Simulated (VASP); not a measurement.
Write the native input for VASP 6.6.1 that does the following.

```yaml
Task: relaxation of cell and atoms
Functional: PBE
Dispersion: D3(BJ)
Potentials_or_basis: VASP PAW PBE potentials, release 64 (Hf_pv, B)
Cutoff: 600 eV
k_mesh: 12 × 12 × 4
Occupations: gaussian, width 0.1 eV
Spin: no spin polarisation
Dipole_correction: no
Further_INCAR_settings: ALGO = Normal; EDIFF = 1e-07; IBRION = 2; EDIFFG = -0.01; NSW = 100; ISIF = 3
```

The structure of HfB4 lies in POSCAR:

```
HfB4
1.0
    3.1184870985      0.0000000000      0.0000000000
   -1.5592435492      2.7006890487      0.0000000000
    0.0000000000      0.0000000000     10.7380895012
Hf B
2 8
Direct
    0.3333333333      0.6666666667      0.7500000000
    0.6666666667      0.3333333333      0.2500000000
    0.6666666667      0.3333333333      0.6067261810
    0.0000000000      0.0000000000      0.5853720717
    0.6666666667      0.3333333333      0.8932738190
    0.0000000000      0.0000000000      0.9146279283
    0.3333333333      0.6666666667      0.1067261810
    0.0000000000      0.0000000000      0.0853720717
    0.3333333333      0.6666666667      0.3932738190
    0.0000000000      0.0000000000      0.4146279283
```

One way to write it, as run:

INCAR

```
PREC = Accurate
ENCUT = 600
EDIFF = 1E-7
ISMEAR = 0
SIGMA = 0.1
LREAL = False
LASPH = True
NELM = 80
ALGO = Normal
ISIF = 3
LWAVE = False
LCHARG = False
GGA = PE
IVDW = 12
IBRION = 2
NSW = 100
EDIFFG = -0.01
```

KPOINTS

```
regular mesh
0
Gamma
  12 12 4
```

Potentials or basis: VASP PAW PBE potentials, release 64 (Hf_pv, B).

Launch:

```console
$ cat potpaw_PBE.64/Hf_pv/POTCAR potpaw_PBE.64/B/POTCAR > POTCAR
$ mpirun -np 1 vasp_std > vasp.out
```

Results of the run:

* Relaxed volume: 9.04 Å³/atom
* Relaxed cell: a = 3.120 Å, b = 3.120 Å, c = 10.721 Å, α = 90.00°, β = 90.00°, γ = 120.00°
* Space group after relaxing (to 0.05 Å): P6_3/mmc (No. 194)
* Energy gained by relaxing: 0.1 meV/atom
* Ionic steps: 4
* Pressure after relaxing: -0.1 GPa
* Largest force after relaxing: 0.006 eV/Å
* Band gap on the k mesh: zero (band 22 reaches 6.84 eV, above the bottom of band 23 at 6.55 eV)
* Dispersion energy per atom: -0.296 eV

Caveat: spin-orbit coupling is left out, which moves the levels of the heavy elements; pairwise dispersion overbinds metals, which lowers pressure and volume.

Wall time 5.4 min on 1 thread of AMD EPYC 9R45 96-Core Processor (Zen 5) (shared host), peak memory 0.34 GiB.
